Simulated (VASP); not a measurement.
# K16I13Br3 (P1) in VASP: single point with HSE06

Aim: the single point of K16I13Br3 with HSE06.

All numbers are computed with VASP 6.6.1; they aren't measurements. Logs are shortened: lines on timing, memory, paths and dates and some standing lists are left out, and cuts for length are marked.

## Step 1: The cell of the first run

The typed cell holds 64 atoms: a = 13.857 Å, b = 13.857 Å, c = 13.857 Å, α = 90.00°, β = 90.00°, γ = 90.00°.

## Step 2: Single point, HSE06

Contents of POSCAR:

```
K16I13Br3
1.0
   13.8569600000      0.0000000000      0.0000000000
    0.0000000000     13.8569600000      0.0000000000
    0.0000000000      0.0000000000     13.8569600000
I Br K
26 6 32
Direct
    0.2492330000      0.0012340000      0.9994450000
    0.2492160000      0.0015690000      0.5004590000
    0.2488040000      0.4989310000      0.9985070000
    0.2488720000      0.4991690000      0.5007790000
    0.7503150000      0.9997680000      0.0009350000
    0.7510250000      0.4999190000      0.9998590000
    0.7511570000      0.5001400000      0.4996360000
    0.9993110000      0.7496240000      0.9995980000
    0.9987810000      0.7508930000      0.4995740000
    0.4993130000      0.2498620000      0.9991090000
    0.5003350000      0.2494570000      0.5002980000
    0.5004500000      0.7498760000      0.0002610000
    0.5012490000      0.7508440000      0.4989200000
    0.9988310000      0.0010010000      0.2507020000
    0.9999330000      0.0023340000      0.7494280000
    0.9996460000      0.4997790000      0.2495340000
    0.5012340000      0.9991280000      0.2505220000
    0.4998100000      0.0005570000      0.7494280000
    0.5007180000      0.5005260000      0.2495610000
    0.4991350000      0.4995160000      0.7496990000
    0.2492420000      0.2500290000      0.2496090000
    0.2502780000      0.7500240000      0.2495370000
    0.2494330000      0.7494740000      0.7496430000
    0.7516370000      0.2489900000      0.2505200000
    0.7521050000      0.2499900000      0.7492330000
    0.7504070000      0.7500130000      0.7490410000
    0.7511200000      0.0002580000      0.4989570000
    0.0012200000      0.2514060000      0.9968960000
    0.0002470000      0.2504840000      0.5026170000
    0.0011270000      0.4970730000      0.7496600000
    0.2469720000      0.2512060000      0.7497570000
    0.7499520000      0.7510190000      0.2507990000
    0.9990950000      0.0092220000      0.9992310000
    0.9926760000      0.0095500000      0.5007980000
    0.9998320000      0.4919940000      0.9922050000
    0.9992260000      0.4920020000      0.5069960000
    0.5005520000      0.0006710000      0.9999030000
    0.5076040000      0.0010210000      0.5000850000
    0.4999990000      0.4990660000      0.9988990000
    0.5009370000      0.4992270000      0.5003690000
    0.2420050000      0.2499310000      0.9924620000
    0.2418910000      0.2495350000      0.5069150000
    0.2491830000      0.7502670000      0.9996960000
    0.2491790000      0.7513370000      0.4995090000
    0.7586550000      0.2490560000      0.9999350000
    0.7588500000      0.2424700000      0.4997500000
    0.7505520000      0.7507390000      0.0075650000
    0.7507500000      0.7578520000      0.4923660000
    0.2502670000      0.9997350000      0.2507360000
    0.2494030000      0.0074170000      0.7492140000
    0.2497790000      0.5003610000      0.2496990000
    0.2430890000      0.4933810000      0.7495840000
    0.7498390000      0.9921000000      0.2572810000
    0.7502440000      0.9995900000      0.7426060000
    0.7506150000      0.5078960000      0.2505830000
    0.7572240000      0.5002530000      0.7489840000
    0.0006990000      0.2513870000      0.2493320000
    0.0068580000      0.2571310000      0.7500530000
    0.9930110000      0.7495010000      0.2494720000
    0.0000630000      0.7420930000      0.7496660000
    0.5003680000      0.2500250000      0.2496440000
    0.4919230000      0.2508980000      0.7497550000
    0.5072460000      0.7496060000      0.2494590000
    0.4997860000      0.7491360000      0.7497350000
```

Contents of INCAR.step1:

```
SYSTEM = K16I13Br3
PREC = Accurate
ENCUT = 520
EDIFF = 1E-5
ISMEAR = -1
SIGMA = 0.05
LREAL = Auto
LASPH = .TRUE.
NELM = 60
ALGO = Normal
ISIF = 2
LWAVE = .TRUE.
LCHARG = .FALSE.
NBANDS = 294
GGA = PE
LUSENCCL = .FALSE.
```

Contents of INCAR.step2:

```
SYSTEM = K16I13Br3
PREC = Accurate
ENCUT = 520
EDIFF = 1E-7
ISMEAR = -1
SIGMA = 0.05
LREAL = Auto
LASPH = .TRUE.
NELM = 60
ALGO = Normal
ISIF = 2
LWAVE = .FALSE.
LCHARG = .FALSE.
GGA = PE
LHFCALC = .TRUE.
HFSCREEN = 0.2079
PRECFOCK = Fast
NBANDS = 294
ISTART = 1
LUSENCCL = .FALSE.
```

Contents of KPOINTS:

```
Automatic mesh
0
G
  1 1 1
  0 0 0
```

Potentials or basis: VASP PAW PBE potentials, release 64 (I, Br, K_sv).

Run with:

```sh
> cat potpaw_PBE.64/I/POTCAR potpaw_PBE.64/Br/POTCAR potpaw_PBE.64/K_sv/POTCAR > POTCAR
> cp INCAR.step1 INCAR
> mpirun -np 1 vasp_gam > vasp.out
> cp INCAR.step2 INCAR
> mpirun -np 1 vasp_gam > vasp.out
```

OUTCAR:

```text
SYSTEM = K16I13Br3
   PREC = Accurate
   ENCUT = 520
   EDIFF = 1E-7
   ISMEAR = -1
   LREAL = Auto
   LASPH = .TRUE.
   NELM = 60
   ISIF = 2
   GGA = PE
   LHFCALC = .TRUE.
   HFSCREEN = 0.2079
   PRECFOCK = Fast
   ISTART = 1

 ion  position               nearest neighbor table
   1  0.249  0.001  0.999-  41 3.45  33 3.47  50 3.47  43 3.48  49 3.48  37 3.48
   2  0.249  0.002  0.500-  42 3.44  50 3.45  49 3.46  44 3.47  34 3.56  38 3.58
   3  0.249  0.499  0.999-  52 3.45  35 3.45  41 3.45  39 3.48  51 3.48  43 3.48
   4  0.249  0.499  0.501-  52 3.45  42 3.46  36 3.46  51 3.48  40 3.49  44 3.49
   5  0.750  1.000  0.001-  33 3.45  47 3.45  45 3.46  37 3.46  53 3.55  54 3.58
   6  0.751  0.500  1.000-  35 3.45  55 3.48  47 3.48  56 3.48  45 3.48  39 3.48
[... 36 lines left out ...]
  43  0.249  0.750  1.000-  22 3.46   8 3.46  23 3.46   1 3.48  12 3.48   3 3.48
  44  0.249  0.751  0.500-  22 3.46  23 3.47   2 3.47   9 3.47  13 3.49   4 3.49
  45  0.759  0.249  1.000-   5 3.46  24 3.47  25 3.48   6 3.48  10 3.59
  46  0.759  0.242  0.500-  24 3.46  25 3.46   7 3.57  11 3.58
  47  0.751  0.751  0.008-   8 3.45   5 3.45  12 3.47   6 3.48  26 3.58
  48  0.751  0.758  0.492-   9 3.44  13 3.46  26 3.56   7 3.57
  49  0.250  1.000  0.251-  22 3.46   2 3.46  21 3.47  17 3.48   1 3.48  14 3.48
  50  0.249  0.007  0.749-   2 3.45  15 3.46   1 3.47  18 3.47  23 3.57
  51  0.250  0.500  0.250-  22 3.46  16 3.47  21 3.47  19 3.48   4 3.48   3 3.48
  52  0.243  0.493  0.750-   4 3.45   3 3.45  20 3.55  23 3.55
  53  0.750  0.992  0.257-  17 3.45  14 3.45   5 3.55  24 3.56
  54  0.750  1.000  0.743-  26 3.46  15 3.46  25 3.47  18 3.47   5 3.58
  55  0.751  0.508  0.251-  16 3.45   7 3.45  19 3.46   6 3.48  24 3.59
  56  0.757  0.500  0.749-   7 3.46  26 3.46  25 3.47   6 3.48  20 3.58
  57  0.001  0.251  0.249-  16 3.44  21 3.44  24 3.45  14 3.47
  58  0.007  0.257  0.750-  25 3.53  15 3.53
  59  0.993  0.750  0.249-  16 3.46   8 3.46   9 3.47  14 3.49  22 3.56
  60  0.000  0.742  0.750-  23 3.46  26 3.46   8 3.46   9 3.47  15 3.61
  61  0.500  0.250  0.250-  19 3.47  10 3.47  11 3.47  17 3.48  21 3.48  24 3.48
  62  0.492  0.251  0.750-  20 3.45  10 3.46  11 3.46  18 3.47  25 3.61
  63  0.507  0.750  0.249-  19 3.45  12 3.45  13 3.46  17 3.46  22 3.56
  64  0.500  0.749  0.750-  20 3.46  23 3.47  12 3.47  26 3.47  13 3.48  18 3.48

  LATTYP: Found a simple cubic cell.
 ALAT       =    13.8569600000

  Lattice vectors:

 A1 = (  13.8569600000,   0.0000000000,   0.0000000000)
 A2 = (   0.0000000000,  13.8569600000,   0.0000000000)
 A3 = (   0.0000000000,   0.0000000000,  13.8569600000)

Analysis of symmetry for initial positions (statically):
=====================================================================
 Subroutine PRICEL returns:
 Original cell was already a primitive cell.

 Routine SETGRP: Setting up the symmetry group for a
 simple cubic supercell.

 Subroutine GETGRP returns: Found  1 space group operations
 (whereof  1 operations were pure point group operations)
 out of a pool of 48 trial point group operations.

The static configuration has the point symmetry C_1 .

Analysis of symmetry for dynamics (positions and initial velocities):
=====================================================================
 Subroutine PRICEL returns:
 Original cell was already a primitive cell.

 Routine SETGRP: Setting up the symmetry group for a
 simple cubic supercell.

 Subroutine GETGRP returns: Found  1 space group operations
 (whereof  1 operations were pure point group operations)
 out of a pool of 48 trial point group operations.

The dynamic configuration has the point symmetry C_1 .

 Subroutine INISYM returns: Found  1 space group operations
 (whereof  1 operations are pure point group operations),
 and found     1 'primitive' translations

----------------------------------------------------------------------------------------

                                     Primitive cell

  volume of cell :    2660.7489

[... 162 lines left out ...]
 Subroutine IBZKPT returns following result:
 ===========================================

 Found      1 irreducible k-points:

 Following reciprocal coordinates:
            Coordinates               Weight
  0.000000  0.000000  0.000000      1.000000
   k-points           NKPTS =      1   k-points in BZ     NKDIM =      1   number of bands    NBANDS=    294
   number of dos      NEDOS =    301   number of ions     NIONS =     64
   total plane-waves  NPLWV = ******
   dimension x,y,z NGX =   108 NGY =  108 NGZ =  108
   dimension x,y,z NGXF=   216 NGYF=  216 NGZF=  216
   ions per type =              26   6  32
   NGX,Y,Z   is equivalent  to a cutoff of  12.96, 12.96, 12.96 a.u.
   NGXF,Y,Z  is equivalent  to a cutoff of  25.91, 25.91, 25.91 a.u.
 SYSTEM =  K16I13Br3
   PREC   = accura    normal or accurate (medium, high low for compatibility)
   ISTART =      1    job   : 0-new  1-cont  2-samecut
   ICHARG =      0    charge: 1-file 2-atom 10-const
   ISPIN  =      1    spin polarized calculation?
   LNONCOLLINEAR =      F non collinear calculations
   LSORBIT =      F    spin-orbit coupling
   LASPH  =      T    aspherical Exc in radial PAW
   ENCUT  =  520.0 eV  38.22 Ry    6.18 a.u.  25.76 25.76 25.76*2*pi/ulx,y,z
   NELM   =     60;   NELMIN=  2; NELMDL=  0     # of ELM steps
   EDIFF  = 0.1E-06   stopping-criterion for ELM
   LREAL  =      T    real-space projection
   EDIFFG = 0.1E-05   stopping-criterion for IOM
   NSW    =      0    number of steps for IOM
   IBRION =     -1    ionic relax: 0-MD 1-quasi-New 2-CG
   NFREE  =      0    steps in history (QN), initial steepest desc. (CG)
   ISIF   =      2    stress and relaxation
   ISYM   =      3    0-nonsym 1-usesym 2-fastsym
   POTIM  = 0.5000    time-step for ionic-motion
   TEBEG  =    0.0;   TEEND  =   0.0 temperature during run
   PSTRESS=    0.0 pullay stress
   NELECT =     512.0000    total number of electrons
   NUPDOWN=      -1.0000    fix difference up-down
   EMIN   =  10.00;   EMAX   =-10.00  energy-range for DOS
   EFERMI =   0.00;   METHOD = LEGACY
   ISMEAR =    -1;   SIGMA  =   0.05  broadening in eV -4-tet -1-fermi 0-gaus
   EFERMI_NEDOS =   21; number of points for ismear=-14 and -15
   IALGO  =     38    algorithm
   IMIX   =      1    mixing-type and parameters
     AMIX     =   0.40;   BMIX     =  1.00
     AMIX_MAG =   1.60;   BMIX_MAG =  1.00
  volume/ion in A,a.u.               =      41.57       280.56
  Fermi-wavevector in a.u.,A,eV,Ry     =   0.945142  1.786059 12.153983  0.893293
  Thomas-Fermi vector in A             =   2.073014
   LORBIT       =      0    0 simple, 1 ext, 2 COOP (PROOUT), +10 PAW based schemes
   GGA     = PE    functional components
   LHFCALC =     T    Hartree Fock is set to
   PRECFOCK=fast      Normal, Fast or Accurate (Low or Medium for compatibility)
   ENCUT4O =  -1.0   cutoff for four orbital integrals eV
   NKREDX  =     1    reduce k-point grid by
   NKREDY  =     1    reduce k-point grid by
   NKREDZ  =     1    reduce k-point grid by
   AEXX    =    0.2500 exact exchange contribution
   HFSCREEN=    0.2079 screening length (either q_TF or 0.3 A-1)
   HFSCREENC=   0.2079 screening length for correlation (either q_TF or 0.3 A-1)
   ENCUTFOCK=  -1.0 apply spherical cutoff to Coloumb kernel
   IVDW    =     0    specifies the selected vdW correction
   LEPSILON=     F    determine dielectric tensor
   LRPA    =     F    only Hartree local field effects (RPA)
 non-spin polarized calculation
  energy-cutoff  :      520.00
  volume of cell :     2660.75
 maximum number of plane-waves:     35796
 NGX is ok and might be reduce to   108
  NGX = 54; NGY = 54; NGZ = 54

 number of electron     512.0000024 magnetization

 Free energy of the ion-electron system (eV)
  ---------------------------------------------------
  ext. energy  EPLUGINS =         0.00000000
  ---------------------------------------------------
  free energy    TOTEN  =      -208.66883392 eV

  energy without entropy =     -208.66883392  energy(sigma->0) =     -208.66883392

 E-fermi :   0.1843     XC(G=0):  -6.1374

 val. band max:       -1.1673402082   @ k =   0.0000   0.0000   0.0000
 cond. band min:       3.8473633740   @ k =   0.0000   0.0000   0.0000
 fundamental gap:      5.0147035822
 Fermi energy:         0.1842693043

 k-point     1 :       0.0000    0.0000    0.0000
  band No.  band energies     occupation
      1     -31.9902      2.00000
      2     -31.9556      2.00000
      3     -31.9498      2.00000
      4     -31.9463      2.00000
      5     -31.9458      2.00000
      6     -31.9428      2.00000
[... 260 lines left out ...]
    267       5.3895      0.00000
    268       5.4312      0.00000
 [bands above 268 left out]

------------------------ aborting loop because EDIFF is reached ----------------------------------------

  FORCE on cell =-STRESS in cart. coord.  units (eV):
  Direction    XX          YY          ZZ          XY          YZ          ZX
  --------------------------------------------------------------------------------------
  -------------------------------------------------------------------------------------
  Total       13.7286766     13.7690857     14.0581219     -0.0301389     -0.0447381     -0.0123986
  in kB        8.2667607      8.2910932      8.4651371     -0.0181482     -0.0269391     -0.0074658
  external PRESSURE =       8.3409970 kB  Pullay stress =       0.0000000 kB

 VOLUME and BASIS-vectors are now :
 -----------------------------------------------------------------------------
  energy-cutoff  :      520.00
  volume of cell :     2660.75
      direct lattice vectors                 reciprocal lattice vectors
    13.856960000  0.000000000  0.000000000     0.072165901  0.000000000  0.000000000
     0.000000000 13.856960000  0.000000000     0.000000000  0.072165901  0.000000000
     0.000000000  0.000000000 13.856960000     0.000000000  0.000000000  0.072165901

 POSITION                                       TOTAL-FORCE (eV/Angst)
 -----------------------------------------------------------------------------------
      3.45361      0.01710     13.84927         0.002885     -0.001084      0.000509
      3.45338      0.02174      6.93484         0.003887     -0.001307      0.000073
      3.44767      6.91367     13.83627         0.000514      0.001593     -0.000634
      3.44861      6.91696      6.93927         0.000453      0.001668     -0.002516
     10.39708     13.85375      0.01296         0.002726     -0.000946     -0.000526
     10.40692      6.92736     13.85501         0.000267      0.000918     -0.000303
[... 56 lines left out ...]
      7.02889     10.38726      3.45674         0.003585      0.003524      0.002156
      6.92551     10.38075     10.38905        -0.000409     -0.002625      0.001657
 -----------------------------------------------------------------------------------
    total drift:                               -0.008664     -0.000798     -0.011659

  FREE ENERGIE OF THE ION-ELECTRON SYSTEM (eV)
  ---------------------------------------------------
  free  energy   TOTEN  =      -208.6688339199 eV

  energy  without entropy=     -208.6688339199  energy(sigma->0) =     -208.66883392
```

Run time: 18 min. Hardware: 1 × NVIDIA H100 80GB with 1 thread of AMD EPYC 7R13 (Zen 3), shared host; peak memory 2.5 GiB.

Results:

```
Free energy            : -208.6688 eV
Pressure               : 0.8 GPa
Largest force          : 0.014 eV/Å
Band gap on the k mesh : 5.01 eV
```

Forces on the atoms (eV/Å):
```
I    0.003 -0.001  0.001
I    0.004 -0.001  0.000
I    0.001  0.002 -0.001
I    0.000  0.002 -0.003
I    0.003 -0.001 -0.001
I    0.000  0.001  0.000
I    0.002  0.003 -0.002
I   -0.003 -0.002 -0.003
I    0.001 -0.005  0.005
I   -0.001  0.002 -0.003
I    0.001 -0.003  0.004
I    0.005 -0.001  0.002
I   -0.001 -0.003  0.003
I    0.001  0.000 -0.005
I    0.000 -0.006 -0.001
I   -0.004 -0.003 -0.003
I   -0.001  0.002 -0.002
I   -0.001  0.003 -0.004
I    0.003  0.000  0.001
I    0.001 -0.002 -0.002
I   -0.004  0.002 -0.001
I    0.001  0.001 -0.003
I   -0.004 -0.001 -0.001
I   -0.001  0.003 -0.003
I   -0.007  0.001 -0.001
I    0.002  0.000  0.000
Br  -0.009 -0.006  0.005
Br   0.001  0.002  0.012
Br   0.003  0.006 -0.013
Br  -0.004  0.007 -0.001
Br   0.006  0.000  0.000
Br   0.002 -0.007 -0.006
K   -0.002  0.000 -0.002
K    0.003 -0.011 -0.004
K    0.002  0.001 -0.001
K    0.006 -0.001  0.005
K   -0.001  0.002 -0.002
K    0.008  0.000 -0.003
K    0.000 -0.003 -0.002
K   -0.002  0.002  0.002
K    0.000  0.001 -0.002
K    0.000  0.004  0.002
K   -0.002  0.001  0.001
K    0.004 -0.002 -0.001
K    0.002 -0.002 -0.001
K   -0.004  0.005  0.003
K   -0.003 -0.002  0.002
K   -0.004  0.000  0.003
K    0.000  0.001  0.000
K    0.002  0.003  0.003
K    0.003 -0.002  0.002
K   -0.005 -0.006  0.004
K    0.001  0.003  0.002
K   -0.001  0.002 -0.004
K    0.000  0.003  0.000
K    0.003 -0.002  0.003
K    0.000 -0.004  0.000
K    0.001  0.003 -0.002
K   -0.005  0.005  0.004
K    0.000  0.000  0.002
K   -0.005  0.001  0.003
K   -0.004  0.002  0.001
K    0.004  0.004  0.002
K    0.000 -0.003  0.002
```

Caveat: the k points lie up to 0.45 Å⁻¹ apart; the PAW data sets were made with another functional, which shifts forces and pressure a little; spin-orbit coupling is left out, which moves the levels of the heavy elements. A k mesh can miss the band edges.
